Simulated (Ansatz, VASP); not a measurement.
## Ta: VASP beside Ansatz

File INCAR:

```
ALGO = Fast ; EDIFF = 1E-6
ENCUT = 520 ; GGA = PS
ISIF = 2 ; ISMEAR = 0
LASPH = True ; LCHARG = True
LELF = True ; LREAL = False
LVHAR = True ; LWAVE = False
NBANDS = 18 ; NELM = 100
PREC = Accurate ; SIGMA = 0.15
```

KPOINTS

```
k-points
0
Gamma
  18 18 10
```

File POSCAR:

```
Ta
1.0
    2.9003720726      0.0000000000      0.0000000000
   -1.4501860363      2.5117958953      0.0000000000
    0.0000000000      0.0000000000      5.0112857800
Ta
2
Direct
    0.6666666667      0.3333333333      0.7500000000
    0.3333333333      0.6666666667      0.2500000000
```

Input for Ansatz:

```yaml
crystal:
  lattice:
    - [2.9003720726, 0.0, 0.0]
    - [-1.4501860363, 2.5117958953, 0.0]
    - [0.0, 0.0, 5.01128578]
  atoms:
    - { symbol: Ta, position: [0.6666666667, 0.3333333333, 0.75] }
    - { symbol: Ta, position: [0.3333333333, 0.6666666667, 0.25] }
basis:
  ecutwfc: 420
kpoints:
  mp_grid: { grid: [18, 18, 10] }
hamiltonian:
  xc: pbesol
scf:
  occupations: { method: gaussian, width: 0.15 }
output:
  forces: true
  stress: true
  eigenvalues: true
```

Change from the starting cell: strain -0.0300 x Voigt [0, 0, 1, 0, 0, 0], atoms carried along.

Alike in both runs: task single point; functional PBEsol; k mesh 18 × 18 × 10; occupations gaussian, width 0.15 eV; no spin polarisation.

|  | VASP | Ansatz |
| --- | --- | --- |
| version | VASP 6.6.1 | Ansatz 0.2.0 |
| potentials or method | VASP PAW PBE potentials, release 64 (Ta_pv), cutoff 520 eV | scalar-relativistic, plane waves, PAW |
| valence electrons in the cell | 22 | 26 |

Ansatz gave:

```
gap on the k mesh at the Fermi level (eV)                     : none
pressure (GPa)                                                : -1.7
traceless stress, the component that is largest in VASP (GPa) : 3.57
```

Estimate VASP's values.

gap on the k mesh at the Fermi level (eV): none; pressure (GPa): -1.6; traceless stress, the component that is largest in VASP (GPa): 3.56.

VASP's potentials were made for PBE, not for PBEsol. A gap of «none» marks a metal or a gap that the smearing closes. The functional is the same, so the differences come from potentials, cutoffs and numerics. VASP's potentials hold 22 valence electrons a cell and Ansatz's 26, so a difference there can come from the potentials and not from the codes.

Spin-orbit coupling is off throughout.
